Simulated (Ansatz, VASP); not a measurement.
# One calculation of AlCl3, two programs

File INCAR:

```
PREC = Accurate ; ENCUT = 400
EDIFF = 1E-6 ; ISMEAR = 0
SIGMA = 0.005 ; LREAL = False
LASPH = True ; NELM = 120
ALGO = Normal ; ISIF = 2
LWAVE = False ; LCHARG = False
GGA = PE ; NBANDS = 20
GGA_COMPAT = False ; NELMDL = -8
```

File KPOINTS:

```
regular mesh
0
Gamma
  1 1 1
```

The input POSCAR:

```
AlCl3
1.0
   13.5921454378      0.0000000000      0.0000000000
    0.0000000000     14.0921454378      0.0000000000
    0.0000000000      0.0000000000     14.5921454378
Al Cl
1 3
Direct
    0.5029591600      0.5047498900      0.5006993200
    0.4104941600      0.4307549400      0.5890134800
    0.5360619200      0.4491754900      0.3722766200
    0.5623275600      0.6343240200      0.5407912200
```

Input for Ansatz:

```yaml
crystal:
  lattice:
    - [13.5921454378, 0.0, 0.0]
    - [0.0, 14.0921454378, 0.0]
    - [0.0, 0.0, 14.5921454378]
  atoms:
    - { symbol: Al, position: [0.50295916, 0.50474989, 0.50069932] }
    - { symbol: Cl, position: [0.41049416, 0.43075494, 0.58901348] }
    - { symbol: Cl, position: [0.53606192, 0.44917549, 0.37227662] }
    - { symbol: Cl, position: [0.56232756, 0.63432402, 0.54079122] }
hamiltonian:
  xc: pbe
kpoints:
  mp_grid: { grid: [1, 1, 1] }
scf:
  occupations: { method: gaussian, width: 0.005 }
  max_iter: 140
  lower_state_search: "off"
output:
  forces: true
```

Alike in both runs: task single point; functional PBE; k mesh 1 × 1 × 1; occupations gaussian, width 0.005 eV; no spin polarisation.

|  | VASP | Ansatz |
| --- | --- | --- |
| version | VASP 6.6.1 | Ansatz 0.2.0 |
| potentials or method | VASP PAW PBE potentials, release 64 (Al, Cl) | scalar-relativistic, plane waves, PAW |
| plane-wave cutoff (eV) | 400 | 420 |
| valence electrons in the cell | 24 | 24 |

Ansatz gave:

| Property | Result |
| --- | --- |
| rms of the force components (eV/Å) | 0.011 |

Task: What did VASP give for the same quantities?

Result: rms of the force components (eV/Å): 0.004.

Atom by atom the forces differ by 0.016 eV/Å (rms over components). With one functional, cell and mesh, what is left measures potentials, basis and numerics.
